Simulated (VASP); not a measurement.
Write the native input for VASP 6.6.1 that does the following.

```yaml
Task: single point
Functional: r2SCAN
Potentials_or_basis: VASP PAW PBE potentials, release 64 (Cd, H, O)
Cutoff: 520 eV
k_mesh: 5 × 5 × 4
Occupations: gaussian, width 0.01 eV
Spin: no spin polarisation
Dipole_correction: no
Further_INCAR_settings: ALGO = Normal; EDIFF = 1e-06; NBANDS = 21
```

The system is CdH2O2.

```xyz
5
Lattice="3.5155 0.0000 0.0000 -1.7578 3.0445 0.0000 0.0000 0.0000 4.6430" Properties=species:S:1:pos:R:3 pbc="T T T"
Cd    0.0000    0.0000    0.0000
H     1.7578    1.0148    2.5581
H     0.0000    2.0297    2.0849
O     1.7578    1.0148    3.5257
O     0.0000    2.0297    1.1172
```

These files were run (other wordings do the same):

POSCAR

```
CdH2O2
1.0
    3.5155260000      0.0000000000      0.0000000000
   -1.7577630000      3.0445350000      0.0000000000
    0.0000000000      0.0000000000      4.6429790000
Cd H O
1 2 2
Direct
    0.0000000000      0.0000000000      0.0000000000
    0.6666666667      0.3333333333      0.5509610000
    0.3333333333      0.6666666667      0.4490390000
    0.6666666667      0.3333333333      0.7593720000
    0.3333333333      0.6666666667      0.2406280000
```

INCAR.step1

```
PREC = Accurate
ENCUT = 520
ISMEAR = 0
SIGMA = 0.01
LREAL = False
LASPH = True
NELM = 60
NBANDS = 21
GGA = PE
ALGO = Normal
EDIFF = 1E-4
LWAVE = True
LCHARG = False
```

INCAR.step2

```
PREC = Accurate
ENCUT = 520
EDIFF = 1E-6
ISMEAR = 0
SIGMA = 0.01
LREAL = False
LASPH = True
NELM = 60
ALGO = Normal
ISIF = 2
LWAVE = False
LCHARG = False
METAGGA = R2SCAN
LMIXTAU = True
NBANDS = 21
ISTART = 1
```

KPOINTS

```
regular mesh
0
Gamma
  5 5 4
```

Potentials or basis: VASP PAW PBE potentials, release 64 (Cd, H, O).

The run is started by

```bash
$ cat potpaw_PBE.64/Cd/POTCAR potpaw_PBE.64/H/POTCAR potpaw_PBE.64/O/POTCAR > POTCAR
$ cp INCAR.step1 INCAR
$ mpirun -np 1 vasp_std > vasp.out
$ cp INCAR.step2 INCAR
$ mpirun -np 1 vasp_std > vasp.out
```

Results of the run:

```yaml
Pressure: 0.2 GPa
Largest_force: 0.024 eV/Å
Band_gap_on_the_k_mesh: 2.27 eV, indirect (least direct gap 2.60 eV)
```

Caveat: the PAW data sets were made with another functional, which shifts forces and pressure a little.

Run time: 78 s on 1 thread of AMD EPYC 7R43 64-Core Processor (Zen 3), with other jobs on the host, peak memory 0.15 GiB.
